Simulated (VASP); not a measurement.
Here is a VASP 6.6.1 calculation.

Contents of INCAR:

```
PREC = Accurate
ENCUT = 500
EDIFF = 1E-6
ISMEAR = 0
SIGMA = 0.05
LREAL = False
LASPH = True
NELM = 120
ALGO = Normal
ISIF = 2
LWAVE = False
LCHARG = True
LELF = True
LVHAR = True
NBANDS = 15
GGA_COMPAT = False
```

File KPOINTS:

```
Automatic mesh
0
Gamma
  6 6 6
```

POSCAR

```
CsCl
1.0
   -1.4741076284      2.9482152568      2.9482152568
    2.9482152568     -1.4741076284      2.9482152568
    2.9482152568      2.9482152568     -1.4741076284
Cs Cl
1 1
Direct
    0.0000000000      0.0000000000      0.0000000000
    0.5000000000      0.5000000000      0.5000000000
```

Potentials or basis: VASP PAW LDA potentials, release 64 (Cs_sv, Cl).

The run is started by

```bash
$ cat potpaw_LDA.64/Cs_sv/POTCAR potpaw_LDA.64/Cl/POTCAR > POTCAR
$ mpirun -np 1 vasp_std > vasp.out
```

Task: Estimate the pressure.

Result: -3.4 GPa.

Task: Predict the band gap on the k mesh.

Result: 4.01 eV (least direct gap 4.03 eV).

Caveat: the cell stands under tension; spin-orbit coupling is left out, which moves the levels of the heavy elements. A k mesh can miss the band edges.
